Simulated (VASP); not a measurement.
# NbP (I4_1md) in VASP: notebook

NbP is run at these levels: LDA; tasks: electric field gradients.

All numbers are computed with VASP 6.6.1; they aren't measurements. Logs are shortened: lines on timing, memory, paths and dates and some standing lists are left out, and cuts for length are marked.

### 1 The cell of the first run

It takes space group I4_1md (No. 109, tetragonal). Conventional cell: a = 3.350 Å, b = 3.350 Å, c = 11.480 Å, α = 90.00°, β = 90.00°, γ = 90.00°. Nb (site symmetry 2mm) has 6 P at 2.55 Å and 8 Nb at 3.32 to 3.35 Å within 3.4 Å. Within 3.4 Å of P (site symmetry 2mm) lie 6 Nb at 2.55 Å and 8 P at 3.32 to 3.35 Å.

### 2 Electric field gradients, LDA

Input file INCAR:

```
  PREC = Accurate
  ENCUT = 520
  EDIFF = 1E-8
  ISMEAR = -1
  SIGMA = 0.03
  LREAL = False
  LASPH = True
  NELM = 100
  ALGO = Normal
  ISIF = 2
  LWAVE = False
  LCHARG = False
  GGA = CA
  LEFG = True
  NBANDS = 26
```

Input file KPOINTS:

```
Automatic mesh
0
Gamma
  14 14 14
```

Input file POSCAR:

```
NbP
1.0
   -1.6749232544      1.6749232544      5.7401081759
    1.6749232544     -1.6749232544      5.7401081759
    1.6749232544      1.6749232544     -5.7401081759
Nb P
2 2
Direct
    0.4998808000      0.4998808000      0.0000000000
    0.2498808000      0.7498808000      0.5000000000
    0.0827477700      0.0827477700      0.0000000000
    0.8327477700      0.3327477700      0.5000000000
```

Potentials or basis: VASP PAW LDA potentials, release 64 (Nb_sv, P).

The run is started by

```sh
$ cat potpaw_LDA.64/Nb_sv/POTCAR potpaw_LDA.64/P/POTCAR > POTCAR
$ mpirun -np 1 vasp_std > vasp.out
```

OUTCAR:

```text
PREC = Accurate
   ENCUT = 520
   EDIFF = 1E-8
   ISMEAR = -1
   LREAL = False
   LASPH = True
   NELM = 100
   ISIF = 2
   GGA = CA

 ion  position               nearest neighbor table
   1  0.500  0.500  0.000-   4 2.55   4 2.55   3 2.55   3 2.55   3 2.55   3 2.55
   2  0.250  0.750  0.500-   3 2.55   3 2.55   4 2.55   4 2.55   4 2.55   4 2.55
   3  0.083  0.083  0.000-   2 2.55   2 2.55   1 2.55   1 2.55   1 2.55   1 2.55
   4  0.833  0.333  0.500-   1 2.55   1 2.55   2 2.55   2 2.55   2 2.55   2 2.55

  LATTYP: Found a body centered tetragonal cell.
 ALAT       =     3.3498465088
 C/A-ratio  =     3.4270872775

  Lattice vectors:

 A1 = (  -1.6749232544,   1.6749232544,   5.7401081759)
 A2 = (   1.6749232544,  -1.6749232544,   5.7401081759)
 A3 = (   1.6749232544,   1.6749232544,  -5.7401081759)

Analysis of symmetry for initial positions (statically):
=====================================================================
 Subroutine PRICEL returns:
 Original cell was already a primitive cell.

 Routine SETGRP: Setting up the symmetry group for a
 body centered tetragonal supercell.

 Subroutine GETGRP returns: Found  8 space group operations
 (whereof  4 operations were pure point group operations)
 out of a pool of 16 trial point group operations.

The static configuration has the point symmetry C_2v.
 The point group associated with its full space group is C_4v.

Analysis of symmetry for dynamics (positions and initial velocities):
=====================================================================
 Subroutine PRICEL returns:
 Original cell was already a primitive cell.

 Routine SETGRP: Setting up the symmetry group for a
 body centered tetragonal supercell.

 Subroutine GETGRP returns: Found  8 space group operations
 (whereof  4 operations were pure point group operations)
 out of a pool of 16 trial point group operations.

The dynamic configuration has the point symmetry C_2v.
 The point group associated with its full space group is C_4v.

 Subroutine INISYM returns: Found  8 space group operations
 (whereof  4 operations are pure point group operations),
 and found     1 'primitive' translations

----------------------------------------------------------------------------------------

                                     Primitive cell

  volume of cell :      64.4125

  direct lattice vectors                    reciprocal lattice vectors
    -1.674923254  1.674923254  5.740108176     0.000000000  0.298521140  0.087106372
     1.674923254 -1.674923254  5.740108176     0.298521140  0.000000000  0.087106372
     1.674923254  1.674923254 -5.740108176     0.298521140  0.298521140  0.000000000

  length of vectors
     6.209635874  6.209635874  6.209635874     0.310970081  0.310970081  0.422172645

  position of ions in fractional coordinates (direct lattice)
     0.499880800  0.499880800  0.000000000
     0.249880800  0.749880800  0.500000000
     0.082747770  0.082747770  0.000000000
     0.832747770  0.332747770  0.500000000

  ion indices of the primitive-cell ions
   primitive index   ion index
                 1           1
                 2           2
                 3           3
                 4           4

----------------------------------------------------------------------------------------

 KPOINTS: Automatic mesh

Automatic generation of k-mesh.
 Grid dimensions read from file:
 generate k-points for:   14   14   14

 Generating k-lattice:

  Cartesian coordinates                     Fractional coordinates (reciprocal lattice)
     0.000000000  0.021322939  0.006221884     0.071428571  0.000000000 -0.000000000
     0.021322939  0.000000000  0.006221884     0.000000000  0.071428571 -0.000000000
     0.021322939  0.021322939  0.000000000     0.000000000  0.000000000  0.071428571

  Length of vectors
     0.022212149  0.022212149  0.030155189

  Shift w.r.t. Gamma in fractional coordinates (k-lattice)
     0.000000000  0.000000000  0.000000000

 Subroutine IBZKPT returns following result:
 ===========================================

 Found    244 irreducible k-points:

 Following reciprocal coordinates:
            Coordinates               Weight
  0.000000  0.000000  0.000000      1.000000
  0.071429  0.000000  0.000000      8.000000
  0.142857 -0.000000  0.000000      8.000000
  0.214286 -0.000000  0.000000      8.000000
  0.285714  0.000000  0.000000      8.000000
  0.357143  0.000000  0.000000      8.000000
[... 16 lines left out ...]
  0.214286  0.142857 -0.000000     16.000000
  0.285714  0.142857  0.000000     16.000000
 [... further k-points ...]
   k-points           NKPTS =    244   k-points in BZ     NKDIM =    244   number of bands    NBANDS=     26
   number of dos      NEDOS =    301   number of ions     NIONS =      4
   total plane-waves  NPLWV = 110592
   dimension x,y,z NGX =    48 NGY =   48 NGZ =   48
   dimension x,y,z NGXF=    96 NGYF=   96 NGZF=   96
   ions per type =               2   2
   NGX,Y,Z   is equivalent  to a cutoff of  12.85, 12.85, 12.85 a.u.
   NGXF,Y,Z  is equivalent  to a cutoff of  25.70, 25.70, 25.70 a.u.
 SYSTEM =  unknown system
   PREC   = accura    normal or accurate (medium, high low for compatibility)
   ISTART =      0    job   : 0-new  1-cont  2-samecut
   ICHARG =      2    charge: 1-file 2-atom 10-const
   ISPIN  =      1    spin polarized calculation?
   LNONCOLLINEAR =      F non collinear calculations
   LSORBIT =      F    spin-orbit coupling
   LASPH  =      T    aspherical Exc in radial PAW
   ENCUT  =  520.0 eV  38.22 Ry    6.18 a.u.  11.55 11.55 11.55*2*pi/ulx,y,z
   NELM   =    100;   NELMIN=  2; NELMDL= -5     # of ELM steps
   EDIFF  = 0.1E-07   stopping-criterion for ELM
   LREAL  =      F    real-space projection
   EDIFFG = 0.1E-06   stopping-criterion for IOM
   NSW    =      0    number of steps for IOM
   IBRION =     -1    ionic relax: 0-MD 1-quasi-New 2-CG
   NFREE  =      0    steps in history (QN), initial steepest desc. (CG)
   ISIF   =      2    stress and relaxation
   ISYM   =      2    0-nonsym 1-usesym 2-fastsym
   POTIM  = 0.5000    time-step for ionic-motion
   TEBEG  =    0.0;   TEEND  =   0.0 temperature during run
   PSTRESS=    0.0 pullay stress
   NELECT =      36.0000    total number of electrons
   NUPDOWN=      -1.0000    fix difference up-down
   EMIN   =  10.00;   EMAX   =-10.00  energy-range for DOS
   EFERMI =   0.00;   METHOD = LEGACY
   ISMEAR =    -1;   SIGMA  =   0.03  broadening in eV -4-tet -1-fermi 0-gaus
   EFERMI_NEDOS =   21; number of points for ismear=-14 and -15
   IALGO  =     38    algorithm
   IMIX   =      4    mixing-type and parameters
     AMIX     =   0.40;   BMIX     =  1.00
     AMIX_MAG =   1.60;   BMIX_MAG =  1.00
  volume/ion in A,a.u.               =      16.10       108.67
  Fermi-wavevector in a.u.,A,eV,Ry     =   1.348504  2.548304 24.741706  1.818464
  Thomas-Fermi vector in A             =   2.476168
   LORBIT       =      0    0 simple, 1 ext, 2 COOP (PROOUT), +10 PAW based schemes
   GGA     = CA    functional components
   LHFCALC =     F    Hartree Fock is set to
   AEXX    =    0.0000 exact exchange contribution
   IVDW    =     0    specifies the selected vdW correction
   LEPSILON=     F    determine dielectric tensor
   LRPA    =     F    only Hartree local field effects (RPA)
 non-spin polarized calculation
  energy-cutoff  :      520.00
  volume of cell :       64.41
 maximum number of plane-waves:      1760
 NGX is ok and might be reduce to    48
   NGX = 23   NGY = 23   NGZ = 23

 number of electron      35.9999999 magnetization

 Free energy of the ion-electron system (eV)
  ---------------------------------------------------
  ext. energy  EPLUGINS =         0.00000000
  ---------------------------------------------------
  free energy    TOTEN  =       -38.93980676 eV

  energy without entropy =      -38.93831811  energy(sigma->0) =      -38.93906243

 E-fermi :  10.4099     XC(G=0): -12.1520

 val. band max:       10.4059199552   @ k =  -0.1429  -0.4286   0.1429
 cond. band min:      10.4516051343   @ k =  -0.0714   0.4286   0.0714
 fundamental gap:      0.0456851791
 Fermi energy:        10.4099435230

 k-point     1 :       0.0000    0.0000    0.0000
  band No.  band energies     occupation
      1     -44.2057      2.00000
      2     -44.1677      2.00000
      3     -20.6396      2.00000
      4     -20.4402      2.00000
      5     -20.4402      2.00000
      6     -20.2924      2.00000
[... 18 lines left out ...]
     25      14.4751      0.00000
     26      14.4753      0.00000

 k-point     2 :       0.0714    0.0000    0.0000
  band No.  band energies     occupation
      1     -44.2044      2.00000
      2     -44.1672      2.00000
      3     -20.6349      2.00000
      4     -20.4541      2.00000
      5     -20.4391      2.00000
      6     -20.3066      2.00000
[... 18 lines left out ...]
     25      14.4548      0.00000
     26      14.7246      0.00000

 k-point     3 :       0.1429   -0.0000    0.0000
  band No.  band energies     occupation
      1     -44.2009      2.00000
      2     -44.1658      2.00000
      3     -20.6224      2.00000
      4     -20.4917      2.00000
      5     -20.4360      2.00000
      6     -20.3435      2.00000
[... 18 lines left out ...]
     25      14.7042      0.00000
     26      15.3152      0.00000

 k-point     4 :       0.2143   -0.0000    0.0000
  band No.  band energies     occupation
      1     -44.1957      2.00000
      2     -44.1639      2.00000
      3     -20.6115      2.00000
      4     -20.5378      2.00000
      5     -20.4314      2.00000
      6     -20.3934      2.00000
[... 18 lines left out ...]
     25      15.0287      0.00000
     26      15.9816      0.00000
[... 496 lines left out ...]
      1     -44.1954      2.00000
      2     -44.1647      2.00000
      3     -20.5988      2.00000
      4     -20.4957      2.00000
      5     -20.4796      2.00000
      6     -20.3434      2.00000
[... 18 lines left out ...]
     25      14.6225      0.00000
     26      15.2780      0.00000

 k-point    23 :       0.2143    0.1429   -0.0000
  band No.  band energies     occupation
      1     -44.1899      2.00000
      2     -44.1631      2.00000
      3     -20.5900      2.00000
      4     -20.5337      2.00000
      5     -20.4794      2.00000
      6     -20.3861      2.00000
[... 18 lines left out ...]
     25      15.0004      0.00000
     26      15.6090      0.00000

 k-point    24 :       0.2857    0.1429    0.0000
  band No.  band energies     occupation
      1     -44.1839      2.00000
      2     -44.1614      2.00000
      3     -20.6262      2.00000
      4     -20.5390      2.00000
      5     -20.4738      2.00000
      6     -20.4320      2.00000
[... 18 lines left out ...]
     25      15.1809      0.00000
     26      15.9513      0.00000

 [... further k-points ...]
[... 5 lines left out ...]
  --------------------------------------------------------------------------------------
  -------------------------------------------------------------------------------------
  Total       -3.8520851     -3.8520851     -3.7426895      0.0000000      0.0000000      0.0000000
  in kB      -95.8156757    -95.8156757    -93.0945993      0.0000000      0.0000000      0.0000000
  external PRESSURE =     -94.9086502 kB  Pullay stress =       0.0000000 kB

 VOLUME and BASIS-vectors are now :
 -----------------------------------------------------------------------------
  energy-cutoff  :      520.00
  volume of cell :       64.41
      direct lattice vectors                 reciprocal lattice vectors
    -1.674923254  1.674923254  5.740108176     0.000000000  0.298521140  0.087106372
     1.674923254 -1.674923254  5.740108176     0.298521140  0.000000000  0.087106372
     1.674923254  1.674923254 -5.740108176     0.298521140  0.298521140  0.000000000

 POSITION                                       TOTAL-FORCE (eV/Angst)
 -----------------------------------------------------------------------------------
      0.00000      0.00000      5.73874         0.000000     -0.000000      0.013084
      1.67492      0.00000      2.86869        -0.000000      0.000000      0.013084
      0.00000      0.00000      0.94996         0.000000     -0.000000     -0.013084
      0.00000      1.67492      3.82002        -0.000000      0.000000     -0.013084
 -----------------------------------------------------------------------------------
    total drift:                               -0.000000     -0.000000      0.000072

  FREE ENERGIE OF THE ION-ELECTRON SYSTEM (eV)
  ---------------------------------------------------
  free  energy   TOTEN  =       -38.9398067596 eV

  energy  without entropy=      -38.9383181066  energy(sigma->0) =      -38.93906243

 Electric field gradients (V/A^2)
---------------------------------------------------------------------
 ion       V_xx      V_yy      V_zz      V_xy      V_xz      V_yz
---------------------------------------------------------------------
   1     -19.223     9.003    10.220    -0.001    -0.000    -0.000
   2       9.003   -19.223    10.220    -0.001    -0.000    -0.000
   3     -10.117    -2.503    12.620     0.000     0.000     0.000
   4      -2.503   -10.117    12.620     0.000     0.000     0.000
---------------------------------------------------------------------

 Electric field gradients after diagonalization (V/A^2)
 (convention: |V_zz| > |V_xx| > |V_yy|)
----------------------------------------------------------------------
 ion       V_xx      V_yy      V_zz     asymmetry (V_yy - V_xx)/ V_zz
----------------------------------------------------------------------
   1      10.220     9.003   -19.223       0.063
   2      10.220     9.003   -19.223       0.063
   3     -10.117    -2.503    12.620       0.603
   4     -10.117    -2.503    12.620       0.603
----------------------------------------------------------------------

           NMR quadrupolar parameters

 Cq : quadrupolar parameter    Cq=e*Q*V_zz/h
 eta: asymmetry parameters     (V_yy - V_xx)/ V_zz
 Q  : nuclear electric quadrupole moment in mb (millibarn)
----------------------------------------------------------------------
 ion       Cq(MHz)       eta       Q (mb)
----------------------------------------------------------------------
   1      -0.046       0.063       1.000
   2      -0.046       0.063       1.000
   3       0.031       0.603       1.000
   4       0.031       0.603       1.000
----------------------------------------------------------------------
```

It took 15 min on 1 thread of AMD EPYC 9R45 (Zen 5), shared host; peak memory 0.47 GiB.

What came out:

```
Free energy                             : -38.9398 eV
Pressure                                : -9.5 GPa
Largest force                           : 0.013 eV/Å
Band gap on the k mesh                  : zero (bands 18 and 19 overlap by 0.16 eV)
Largest electric field gradient by atom : Nb -19.2; P +12.6 V/Å²
```

Forces on the atoms (eV/Å):
```
Nb   0.000  0.000  0.013
Nb   0.000  0.000  0.013
P    0.000  0.000 -0.013
P    0.000  0.000 -0.013
```

Electric field gradients, principal values (V/Å²):
```csv
atom,least,middle,greatest (by size)
1 Nb,9.003,10.220,-19.223
2 Nb,9.003,10.220,-19.223
3 P,-2.503,-10.117,12.620
4 P,-2.503,-10.117,12.620
```

Caveat: the cell stands under tension; without QUAD_EFG the Cq values of the log hold for a quadrupole moment of 1 mb, not for the nuclei.

[end of part 1 of 2]

The gap in the log of VASP goes by the Fermi energy; the results here count the filled bands.